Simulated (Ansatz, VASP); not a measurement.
# ZnCu: VASP beside Ansatz

```
Zn Cu
1.0
     2.94500    0.00000    0.00000
     0.00000    2.94500    0.00000
     0.00000    0.00000    2.94500
Zn Cu
1 1
Direct
  0.48530 0.48530 0.48530
  0.00000 0.00000 0.00000
```

Change from the starting cell: all Zn atoms moved +0.075 Å, as atom 1 towards its neighbour atom 2 (Cu) at 2.550 Å.

Alike in both runs: task single point; functional PBEsol; k mesh 16 × 16 × 16; occupations gaussian, width 0.15 eV; no spin polarisation.

|  | VASP | Ansatz |
| --- | --- | --- |
| version | VASP 6.6.1 | Ansatz 0.2.0 |
| potentials or method | VASP PAW PBE potentials, release 64 (Zn, Cu), cutoff 520 eV | scalar-relativistic, plane waves, PAW |
| valence electrons in the cell | 23 | 31 |

|  | VASP | Ansatz | Ansatz less VASP |
| --- | --- | --- | --- |
| gap on the k mesh at the Fermi level (eV) | none | none | - |
| pressure (GPa) | -3.3 | -4.4 | -1.05 |
| traceless stress, the component that is largest in VASP (GPa) | 0.21 | 0.21 | -0.004 |
| rms of the force components (eV/Å) | 0.198 | 0.195 | -0.0035 |

VASP's potentials were made for PBE, not for PBEsol. Atom by atom the forces differ by 0.004 eV/Å (rms over components). A gap of «none» marks a metal or a gap that the smearing closes. With one functional, cell and mesh, what is left measures potentials, basis and numerics. VASP's potentials hold 23 valence electrons a cell and Ansatz's 31, so a difference there can come from the potentials and not from the codes.
